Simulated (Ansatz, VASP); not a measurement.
# MgB in VASP and in Ansatz

```xyz
2
Lattice="2.6143 0.0000 0.0000 0.0000 2.6143 0.0000 0.0000 0.0000 3.6368" Properties=species:S:1:pos:R:3 pbc="T T T"
Mg    0.0000    0.0000    0.0000
B     1.3071    1.3071    1.8184
```

Change from the starting cell: species swapped into the CoPt type (P4/mmm, No. 123).

Alike in both runs: task single point; functional PBE; k mesh 6 × 6 × 6; occupations gaussian, width 0.1 eV; no spin polarisation.

```csv
,VASP,Ansatz
version,VASP 6.6.1,Ansatz 0.2.0
potentials or method,"VASP PAW PBE potentials, release 64 (Mg, B), cutoff 600 eV","scalar-relativistic, plane waves, PAW"
valence electrons in the cell,5,13
```

```tsv
	VASP	Ansatz	Ansatz less VASP
gap on the k mesh at the Fermi level (eV)	none	none	-
pressure (GPa)	-4.0	-3.8	+0.17
traceless stress, the component that is largest in VASP (GPa)	-14.77	-14.66	+0.112
```

A gap of «none» marks a metal or a gap that the smearing closes. VASP's potentials hold 5 valence electrons a cell and Ansatz's 13, so a difference there can come from the potentials and not from the codes.

The k mesh is coarse, so the values compare programs but aren't converged.
